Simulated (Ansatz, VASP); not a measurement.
Two plane-wave programs on Ge

```xyz
2
Lattice="4.3767 0.0000 0.0000 -2.1884 3.7903 0.0000 0.0000 0.0000 2.7463" Properties=species:S:1:pos:R:3 pbc="T T T"
Ge    0.0000    2.5269    0.0000
Ge    2.1884    1.2634    0.0000
```

Alike in both runs: functional PBE; dispersion D3(BJ); k mesh 12 × 12 × 16; occupations gaussian, width 0.1 eV; no spin polarisation.

Ansatz relaxed the structure, and its values are those at the end. VASP's run is a single point on that final structure, the one shown.

|  | VASP | Ansatz |
| --- | --- | --- |
| version | VASP 6.6.1 | Ansatz 0.2.0 |
| potentials or method | VASP PAW PBE potentials, release 64 (Ge_d), cutoff 520 eV | scalar-relativistic, plane waves, PAW |
| valence electrons in the cell | 28 | 28 |

```csv
,VASP,Ansatz,Ansatz less VASP
gap on the k mesh at the Fermi level (eV),none,none,-
pressure (GPa),0.1,0.0,-0.06
```

A gap of «none» marks a metal or a gap that the smearing closes.
